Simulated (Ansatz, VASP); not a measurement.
Two plane-wave programs on LiF

```
Li F
1.0
     2.51626    0.00000    0.00000
     0.00000    2.51626    0.00000
     0.00000    0.00000    2.51626
Li F
1 1
Cartesian
  0.0000 0.0000 0.0000
  1.2581 1.2581 1.2581
```

Alike in both runs: task single point; functional r2SCAN; k mesh 8 × 8 × 8; no spin polarisation.

|  | VASP | Ansatz |
| --- | --- | --- |
| version | VASP 6.6.1 | Ansatz 0.2.0 |
| potentials or method | VASP PAW PBE potentials, release 64 (Li_sv, F) | plane waves, PAW |
| plane-wave cutoff (eV) | 520 | 500 |
| occupations | gaussian, width 0.01 eV | fixed |
| valence electrons in the cell | 10 | 10 |

VASP gave:

* gap on the k mesh at the Fermi level (eV): 9.12

**Question.** Estimate Ansatz's values.

**Answer.** gap on the k mesh at the Fermi level (eV): 8.91.

VASP's potentials were made for PBE, not for r2SCAN.

Noted on VASP's run: the cutoff is short for stress, so the pressure is rough.
